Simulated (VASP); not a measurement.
# BiAu (F-43m) in VASP: further runs

The runs below take BiAu through single point, with r2SCAN.

Program: VASP 6.6.1. These are calculated values, not measurements. Logs are shortened: lines on timing, memory, paths and dates and some standing lists are left out, and cuts for length are marked.

## 1. The cell of the first run

Symmetry: F-43m, No. 216, cubic system. The conventional cell has a = 6.414 Å, b = 6.414 Å, c = 6.414 Å, α = 90.00°, β = 90.00°, γ = 90.00°. Au (site symmetry -43m) has 4 Bi at 2.78 Å within 3.7 Å. Bi (site symmetry -43m) has 4 Au at 2.78 Å within 3.7 Å.

## 2. Single point, r2SCAN (32.99 Å³/atom)

File POSCAR:

```
BiAu
1.0
    0.0000000000      3.2071795348      3.2071795348
    3.2071795348      0.0000000000      3.2071795348
    3.2071795348      3.2071795348      0.0000000000
Au Bi
1 1
Direct
    0.0000000000      0.0000000000      0.0000000000
    0.2500000000      0.2500000000      0.2500000000
```

File INCAR.step1:

```
ALGO = Normal
EDIFF = 1E-4
ENCUT = 520
GGA = PE
ISMEAR = 0
LASPH = True
LCHARG = False
LREAL = False
LWAVE = True
NBANDS = 20
NELM = 80
PREC = Accurate
SIGMA = 0.05
```

File INCAR.step2:

```
ALGO = Normal
EDIFF = 1E-7
ENCUT = 520
ISIF = 2
ISMEAR = 0
ISTART = 1
LASPH = True
LCHARG = False
LMIXTAU = True
LREAL = False
LWAVE = False
METAGGA = R2SCAN
NBANDS = 20
NELM = 80
PREC = Accurate
SIGMA = 0.05
```

File KPOINTS:

```
k-points
0
Gamma
  10 10 10
```

Potentials or basis: VASP PAW PBE potentials, release 64 (Au, Bi_d).

The run is started by

```sh
cat potpaw_PBE.64/Au/POTCAR potpaw_PBE.64/Bi_d/POTCAR > POTCAR
cp INCAR.step1 INCAR
mpirun -np 1 vasp_std > vasp.out
cp INCAR.step2 INCAR
mpirun -np 1 vasp_std > vasp.out
```

OUTCAR:

```text
EDIFF = 1E-7
   ENCUT = 520
   ISIF = 2
   ISMEAR = 0
   ISTART = 1
   LASPH = True
   LREAL = False
   METAGGA = R2SCAN
   NELM = 80
   PREC = Accurate

 ion  position               nearest neighbor table
   1  0.000  0.000  0.000-   2 2.78   2 2.78   2 2.78   2 2.78
   2  0.250  0.250  0.250-   1 2.78   1 2.78   1 2.78   1 2.78

  LATTYP: Found a face centered cubic cell.
 ALAT       =     6.4143590696

  Lattice vectors:

 A1 = (   0.0000000000,   3.2071795348,   3.2071795348)
 A2 = (   3.2071795348,   0.0000000000,   3.2071795348)
 A3 = (   3.2071795348,   3.2071795348,   0.0000000000)

Analysis of symmetry for initial positions (statically):
=====================================================================
 Subroutine PRICEL returns:
 Original cell was already a primitive cell.

 Routine SETGRP: Setting up the symmetry group for a
 face centered cubic supercell.

 Subroutine GETGRP returns: Found 24 space group operations
 (whereof 24 operations were pure point group operations)
 out of a pool of 48 trial point group operations.

The static configuration has the point symmetry T_d .

Analysis of symmetry for dynamics (positions and initial velocities):
=====================================================================
 Subroutine PRICEL returns:
 Original cell was already a primitive cell.

 Routine SETGRP: Setting up the symmetry group for a
 face centered cubic supercell.

 Subroutine GETGRP returns: Found 24 space group operations
 (whereof 24 operations were pure point group operations)
 out of a pool of 48 trial point group operations.

The dynamic configuration has the point symmetry T_d .

 Subroutine INISYM returns: Found 24 space group operations
 (whereof 24 operations are pure point group operations),
 and found     1 'primitive' translations

----------------------------------------------------------------------------------------

                                     Primitive cell

  volume of cell :      65.9781

  direct lattice vectors                    reciprocal lattice vectors
     0.000000000  3.207179535  3.207179535    -0.155900222  0.155900222  0.155900222
     3.207179535  0.000000000  3.207179535     0.155900222 -0.155900222  0.155900222
     3.207179535  3.207179535  0.000000000     0.155900222  0.155900222 -0.155900222

  length of vectors
[... 78 lines left out ...]
   LSORBIT =      F    spin-orbit coupling
   LASPH  =      T    aspherical Exc in radial PAW
   ENCUT  =  520.0 eV  38.22 Ry    6.18 a.u.   8.43  8.43  8.43*2*pi/ulx,y,z
   NELM   =     80;   NELMIN=  2; NELMDL=  0     # of ELM steps
   EDIFF  = 0.1E-06   stopping-criterion for ELM
   LREAL  =      F    real-space projection
   EDIFFG = 0.1E-05   stopping-criterion for IOM
   NSW    =      0    number of steps for IOM
   IBRION =     -1    ionic relax: 0-MD 1-quasi-New 2-CG
   NFREE  =      0    steps in history (QN), initial steepest desc. (CG)
   ISIF   =      2    stress and relaxation
   ISYM   =      2    0-nonsym 1-usesym 2-fastsym
   POTIM  = 0.5000    time-step for ionic-motion
   TEBEG  =    0.0;   TEEND  =   0.0 temperature during run
   PSTRESS=    0.0 pullay stress
   NELECT =      26.0000    total number of electrons
   NUPDOWN=      -1.0000    fix difference up-down
   EMIN   =  10.00;   EMAX   =-10.00  energy-range for DOS
   EFERMI =   0.00;   METHOD = LEGACY
   ISMEAR =     0;   SIGMA  =   0.05  broadening in eV -4-tet -1-fermi 0-gaus
   EFERMI_NEDOS =   21; number of points for ismear=-14 and -15
   IALGO  =     38    algorithm
   IMIX   =      4    mixing-type and parameters
     AMIX     =   0.40;   BMIX     =  1.00
     AMIX_MAG =   1.60;   BMIX_MAG =  1.00
  volume/ion in A,a.u.               =      32.99       222.62
  Fermi-wavevector in a.u.,A,eV,Ry     =   1.200234  2.268114 19.600039  1.440562
  Thomas-Fermi vector in A             =   2.336076
   LORBIT       =      0    0 simple, 1 ext, 2 COOP (PROOUT), +10 PAW based schemes
   METAGGA = R2SCAN    functional components
   LHFCALC =     F    Hartree Fock is set to
   AEXX    =    0.0000 exact exchange contribution
   IVDW    =     0    specifies the selected vdW correction
   LEPSILON=     F    determine dielectric tensor
   LRPA    =     F    only Hartree local field effects (RPA)
 non-spin polarized calculation
 Gauss-broadening in eV      SIGMA  =   0.05
  energy-cutoff  :      520.00
  volume of cell :       65.98
 maximum number of plane-waves:      1807
 NGX is ok and might be reduce to    36
   NGX = 17   NGY = 17   NGZ = 17

 number of electron      26.0000006 magnetization

 Free energy of the ion-electron system (eV)
  ---------------------------------------------------
  ext. energy  EPLUGINS =         0.00000000
  ---------------------------------------------------
  free energy    TOTEN  =      -108.55807121 eV

  energy without entropy =     -108.55633145  energy(sigma->0) =     -108.55720133

 E-fermi :   4.4935     XC(G=0):  -9.9227

 val. band max:        4.4747643866   @ k =  -0.4000   0.3000   0.1000
 cond. band min:       4.5488708888   @ k =   0.5000   0.3000   0.1000
 fundamental gap:      0.0741065023
 Fermi energy:         4.4934505831

 k-point     1 :       0.0000    0.0000    0.0000
  band No.  band energies     occupation
      1     -18.8670      2.00000
      2     -18.8670      2.00000
      3     -18.8670      2.00000
      4     -18.8281      2.00000
      5     -18.8281      2.00000
      6      -7.5745      2.00000
[... 541 lines left out ...]
     19      15.2403      0.00000
     20      17.1766      0.00000

 [... further k-points ...]

------------------------ aborting loop because EDIFF is reached ----------------------------------------

  FORCE on cell =-STRESS in cart. coord.  units (eV):
  Direction    XX          YY          ZZ          XY          YZ          ZX
  --------------------------------------------------------------------------------------
  -------------------------------------------------------------------------------------
  Total       -0.4253892     -0.4253892     -0.4253892      0.0000000      0.0000000      0.0000000
  in kB      -10.3299277    -10.3299277    -10.3299277      0.0000000      0.0000000      0.0000000
  external PRESSURE =     -10.3299277 kB  Pullay stress =       0.0000000 kB

 VOLUME and BASIS-vectors are now :
 -----------------------------------------------------------------------------
  energy-cutoff  :      520.00
  volume of cell :       65.98
      direct lattice vectors                 reciprocal lattice vectors
     0.000000000  3.207179535  3.207179535    -0.155900222  0.155900222  0.155900222
     3.207179535  0.000000000  3.207179535     0.155900222 -0.155900222  0.155900222
     3.207179535  3.207179535  0.000000000     0.155900222  0.155900222 -0.155900222

 POSITION                                       TOTAL-FORCE (eV/Angst)
 -----------------------------------------------------------------------------------
      0.00000      0.00000      0.00000         0.000000      0.000000      0.000000
      1.60359      1.60359      1.60359        -0.000000     -0.000000     -0.000000
 -----------------------------------------------------------------------------------
    total drift:                               -0.000000     -0.000000     -0.000000

  FREE ENERGIE OF THE ION-ELECTRON SYSTEM (eV)
  ---------------------------------------------------
  free  energy   TOTEN  =      -108.5580712136 eV

  energy  without entropy=     -108.5563314482  energy(sigma->0) =     -108.55720133
```

OUTCAR.step1:

```text
EDIFF = 1E-4
   ENCUT = 520
   GGA = PE
   ISMEAR = 0
   LASPH = True
[... 773 lines left out ...]
 -----------------------------------------------------------------------------------
      0.00000      0.00000      0.00000        -0.000000      0.000000     -0.000000
      1.60359      1.60359      1.60359         0.000000     -0.000000      0.000000
 -----------------------------------------------------------------------------------
    total drift:                                0.000000      0.000000      0.000000

  FREE ENERGIE OF THE ION-ELECTRON SYSTEM (eV)
  ---------------------------------------------------
  free  energy   TOTEN  =        -6.6785280106 eV

  energy  without entropy=       -6.6767561161  energy(sigma->0) =       -6.67764206
```

OSZICAR.step1:

```text
N       E                     dE             d eps       ncg     rms          rms(c)
DAV:   1     0.227589997653E+03    0.22759E+03   -0.13422E+04  1884   0.140E+03
DAV:   2     0.974204631847E+01   -0.21785E+03   -0.20939E+03  1888   0.375E+02
DAV:   3    -0.657801007797E+01   -0.16320E+02   -0.16162E+02  2272   0.107E+02
DAV:   4    -0.701740806943E+01   -0.43940E+00   -0.43917E+00  2152   0.179E+01
DAV:   5    -0.703525888911E+01   -0.17851E-01   -0.17850E-01  2656   0.347E+00    0.491E+00
DAV:   6    -0.670333664625E+01    0.33192E+00   -0.18542E+00  2020   0.867E+00    0.349E+00
DAV:   7    -0.668544307940E+01    0.17894E-01   -0.60433E-02  2096   0.226E+00    0.191E+00
DAV:   8    -0.667892089955E+01    0.65222E-02   -0.18313E-02  2316   0.124E+00    0.168E-01
DAV:   9    -0.667854613059E+01    0.37477E-03   -0.14141E-03  2208   0.416E-01    0.993E-02
DAV:  10    -0.667852801062E+01    0.18120E-04   -0.44972E-04  2136   0.234E-01
   1 F= -.66785280E+01 E0= -.66776421E+01  d E =-.177189E-02
```

Run time: 2.9 min. Hardware: 1 thread of AMD EPYC 9R45 (Zen 5), shared host; peak memory 0.22 GiB.

What came out:

```yaml
Free_energy: -108.5581 eV
Pressure: -1.0 GPa
Band_gap_on_the_k_mesh: zero (bands 13 and 14 overlap by 3.70 eV)
```

Levels at points of the mesh, in eV from the Fermi level:
| k point | band 10 | band 11 | band 12 | band 13 | band 14 | band 15 | band 16 | band 17 |
| --- | --- | --- | --- | --- | --- | --- | --- | --- |
| (0.00, 0.00, 0.00) | -4.19 | -4.19 | 0.96 | 2.73 | 2.73 | 2.73 | 5.88 | 5.88 |
| (0.50, 0.00, 0.00) | -4.16 | -4.16 | -3.89 | 1.14 | 1.14 | 2.38 | 6.88 | 6.88 |
| (0.50, 0.50, 0.00) | -4.14 | -3.84 | -3.59 | -0.79 | -0.79 | 3.69 | 3.79 | 10.97 |

Caveat: the PAW data sets were made with another functional, which shifts forces and pressure a little; spin-orbit coupling is left out, which moves the levels of the heavy elements.

## 3. Single point, r2SCAN (33.31 Å³/atom)

This run uses another cell than the first one, of 33.31 Å³/atom.

File POSCAR:

```
BiAu
1.0
    0.0000000000      3.2174811343      3.2174811343
    3.2174811343      0.0000000000      3.2174811343
    3.2174811343      3.2174811343      0.0000000000
Au Bi
1 1
Direct
    0.0000000000      0.0000000000      0.0000000000
    0.2500000000      0.2500000000      0.2500000000
```

File INCAR.step1:

```
  ALGO = Normal
  EDIFF = 1E-4
  ENCUT = 520
  GGA = PE
  ISMEAR = 0
  LASPH = T
  LCHARG = F
  LREAL = F
  LWAVE = T
  NBANDS = 20
  NELM = 80
  PREC = Accurate
  SIGMA = 0.05
```

File INCAR.step2:

```
  ALGO = Normal
  EDIFF = 1E-6
  ENCUT = 520
  ISIF = 2
  ISMEAR = 0
  ISTART = 1
  LASPH = T
  LCHARG = T
  LELF = T
  LMIXTAU = T
  LREAL = F
  LVHAR = T
  LWAVE = F
  METAGGA = R2SCAN
  NBANDS = 20
  NELM = 80
  PREC = Accurate
  SIGMA = 0.05
```

KPOINTS is that of step 2.

Potentials or basis: VASP PAW PBE potentials, release 64 (Au, Bi_d).

The run is started by

```sh
cat potpaw_PBE.64/Au/POTCAR potpaw_PBE.64/Bi_d/POTCAR > POTCAR
cp INCAR.step1 INCAR
mpirun -np 1 vasp_std > vasp.out
cp INCAR.step2 INCAR
mpirun -np 1 vasp_std > vasp.out
```

Wall time 2.6 min (1 thread of AMD EPYC 9R45 (Zen 5), shared host); peak memory 0.22 GiB.

The run converged. Its results:

```yaml
Free_energy: -108.5532 eV
Pressure: -1.5 GPa
Band_gap_on_the_k_mesh: zero (bands 13 and 14 overlap by 3.65 eV)
```

Levels at points of the mesh, in eV from the Fermi level:
```csv
k point,band 10,band 11,band 12,band 13,band 14,band 15,band 16,band 17
"(0.00, 0.00, 0.00)",-4.16,-4.16,0.90,2.69,2.69,2.69,5.86,5.86
"(0.50, 0.00, 0.00)",-4.13,-4.13,-3.86,1.12,1.12,2.35,6.85,6.85
"(0.50, 0.50, 0.00)",-4.11,-3.82,-3.57,-0.78,-0.78,3.67,3.76,10.88
```

Caveat: the PAW data sets were made with another functional, which shifts forces and pressure a little; spin-orbit coupling is left out, which moves the levels of the heavy elements.

## 4. Single point, r2SCAN (33.64 Å³/atom)

This run uses another cell than the first one, of 33.64 Å³/atom.

File POSCAR:

```
BiAu
1.0
    0.0000000000      3.2280059595      3.2280059595
    3.2280059595      0.0000000000      3.2280059595
    3.2280059595      3.2280059595      0.0000000000
Au Bi
1 1
Direct
    0.0000000000      0.0000000000      0.0000000000
    0.2500000000      0.2500000000      0.2500000000
```

File INCAR.step1:

```
SYSTEM = BiAu
  PREC = Accurate
  ENCUT = 520
  ISMEAR = 0
  SIGMA = 0.05
  LREAL = .False.
  LASPH = .True.
  NELM = 100
  NBANDS = 20
  GGA = PE
  ALGO = Normal
  EDIFF = 1E-4
  LWAVE = .True.
  LCHARG = .False.
```

File INCAR.step2:

```
SYSTEM = BiAu
  PREC = Accurate
  ENCUT = 520
  EDIFF = 1E-6
  ISMEAR = 0
  SIGMA = 0.05
  LREAL = .False.
  LASPH = .True.
  NELM = 100
  ALGO = Normal
  ISIF = 2
  LWAVE = .False.
  LCHARG = .True.
  METAGGA = R2SCAN
  LMIXTAU = .True.
  LELF = .True.
  LVHAR = .True.
  NBANDS = 20
  ISTART = 1
```

File KPOINTS:

```
Automatic mesh
0
Gamma
  10 10 10
  0 0 0
```

The run is started by

```sh
cat potpaw_PBE.64/Au/POTCAR potpaw_PBE.64/Bi_d/POTCAR > POTCAR
cp INCAR.step1 INCAR
mpirun -np 1 vasp_std > vasp.out
cp INCAR.step2 INCAR
mpirun -np 1 vasp_std > vasp.out
```

Run time: 2.6 min. Hardware: 1 thread of AMD EPYC 9R45 (Zen 5), shared host; peak memory 0.22 GiB.

The run converged. Its results:

- Free energy: -108.5462 eV
- Pressure: -2.0 GPa
- Band gap on the k mesh: zero (bands 13 and 14 overlap by 3.59 eV)

Levels at points of the mesh, in eV from the Fermi level:
| k point | band 11 | band 12 | band 13 | band 14 | band 15 | band 16 |
| --- | --- | --- | --- | --- | --- | --- |
| (0.00, 0.00, 0.00) | -4.13 | 0.85 | 2.65 | 2.65 | 2.65 | 5.83 |
| (0.50, 0.00, 0.00) | -4.10 | -3.84 | 1.11 | 1.11 | 2.31 | 6.82 |
| (0.50, 0.50, 0.00) | -3.80 | -3.55 | -0.77 | -0.77 | 3.66 | 3.74 |

Caveat: the PAW data sets were made with another functional, which shifts forces and pressure a little; spin-orbit coupling is left out, which moves the levels of the heavy elements.

## 5. Single point, r2SCAN

This run uses another cell than the first one, of 33.82 Å³/atom.

File POSCAR:

```
BiAu
1.0
    0.0000000000      3.2339125783      3.2339125783
    3.2339125783      0.0000000000      3.2339125783
    3.2339125783      3.2339125783      0.0000000000
Au Bi
1 1
Direct
    0.0000000000      0.0000000000      0.0000000000
    0.2500000000      0.2500000000      0.2500000000
```

File INCAR.step1:

```
PREC = Accurate
ENCUT = 520
ISMEAR = 0
SIGMA = 0.05
LREAL = F
LASPH = T
NELM = 80
NBANDS = 20
GGA = PE
ALGO = Normal
EDIFF = 1E-4
LWAVE = T
LCHARG = F
```

File INCAR.step2:

```
PREC = Accurate
ENCUT = 520
EDIFF = 1E-7
ISMEAR = 0
SIGMA = 0.05
LREAL = F
LASPH = T
NELM = 80
ALGO = Normal
ISIF = 2
LWAVE = F
LCHARG = F
METAGGA = R2SCAN
LMIXTAU = T
NBANDS = 20
ISTART = 1
```

File KPOINTS:

```
Automatic mesh
0
Gamma
  10 10 10
```

The run is started by

```sh
cat potpaw_PBE.64/Au/POTCAR potpaw_PBE.64/Bi_d/POTCAR > POTCAR
cp INCAR.step1 INCAR
mpirun -np 1 vasp_std > vasp.out
cp INCAR.step2 INCAR
mpirun -np 1 vasp_std > vasp.out
```

It took 3 min on 1 thread of AMD EPYC 9R45 (Zen 5), shared host; peak memory 0.22 GiB.

It converged, with:

```
Free energy            : -108.5414 eV
Pressure               : -2.3 GPa
Band gap on the k mesh : zero (bands 13 and 14 overlap by 3.56 eV)
```

Levels at points of the mesh, in eV from the Fermi level:
| k point | band 10 | band 11 | band 12 | band 13 | band 14 | band 15 | band 16 | band 17 |
| --- | --- | --- | --- | --- | --- | --- | --- | --- |
| (0.00, 0.00, 0.00) | -4.11 | -4.11 | 0.82 | 2.62 | 2.62 | 2.62 | 5.82 | 5.82 |
| (0.50, 0.00, 0.00) | -4.09 | -4.09 | -3.82 | 1.10 | 1.10 | 2.29 | 6.80 | 6.80 |
| (0.50, 0.50, 0.00) | -4.06 | -3.79 | -3.54 | -0.76 | -0.76 | 3.65 | 3.73 | 10.74 |

Caveat: the PAW data sets were made with another functional, which shifts forces and pressure a little; spin-orbit coupling is left out, which moves the levels of the heavy elements.

## 6. The runs side by side

```tsv
cell	gap on the mesh (eV)	pressure (GPa)
a = 4.536 Å, angles 60.0°, 2 atoms	none	-1.0
a = 4.550 Å, angles 60.0°, 2 atoms	none	-1.5
a = 4.565 Å, angles 60.0°, 2 atoms	none	-2.0
a = 4.573 Å, angles 60.0°, 2 atoms	none	-2.3
```

Alike in all rows: task single point; level r2SCAN; potentials or basis VASP PAW PBE potentials, release 64 (Au, Bi_d); no spin polarisation; k mesh 10 × 10 × 10; cutoff (eV) 520; smearing gaussian 0.05 eV.

Caveats: the PAW data sets were made with another functional, which shifts forces and pressure a little; spin-orbit coupling is left out, which moves the levels of the heavy elements.

Absolute energies hang on the potentials; compare differences alone.
